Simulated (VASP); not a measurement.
Crystal: Ta2C.

```
Ta C
1.0
     3.10590    0.00000    0.00000
    -1.55295    2.68979    0.00000
     0.00000    0.00000    4.94640
Ta C
2 1
Direct
  0.33333 0.66667 0.25201
  0.66667 0.33333 0.74799
  0.00000 0.00000 0.00000
```

```yaml
Program: VASP 6.6.1
Task: relaxation of cell and atoms
Functional: r2SCAN
Potentials_or_basis: VASP PAW PBE potentials, release 64 (Ta_pv, C)
Cutoff: 600 eV
k_mesh: 6 × 6 × 4
Occupations: gaussian, width 0.1 eV
Spin: no spin polarisation
```

At the start: pressure 1.7 GPa; volume 13.77 Å³/atom.

Where does the relaxation end?

Over 5 steps the energy falls by 2.6 meV/atom and the volume is 13.81 Å³/atom (+0.3 %); space group P-3m1 (No. 164, to 0.1 Å) before and after.

The path:
| step | energy change (eV) | largest force (eV/Å) | pressure (GPa) | volume (Å³) |
| --- | --- | --- | --- | --- |
| 1 | 0.0000 | 0.4990 | 1.69 | 41.32 |
| 2 | 0.0108 | 0.4548 | -5.66 | 42.20 |
| 3 | -0.0062 | 0.1288 | -1.19 | 41.65 |
| 4 | -0.0067 | 0.1131 | 0.96 | 41.26 |
| 5 | -0.0077 | 0.0025 | -0.02 | 41.43 |

Final structure:
```xyz
3
Lattice="3.1101 0.0000 0.0000 -1.5551 2.6935 0.0000 0.0000 0.0000 4.9457" Properties=species:S:1:pos:R:3 pbc="T T T"
Ta    0.0000    1.7956    1.2607
Ta    1.5551    0.8978    3.6850
C     0.0000    0.0000    0.0000
```

Caveat: the k points lie up to 0.39 Å⁻¹ apart in the final cell, too coarse for converged energies and pressures of a metal; the PAW data sets were made with another functional, which shifts forces and pressure a little.
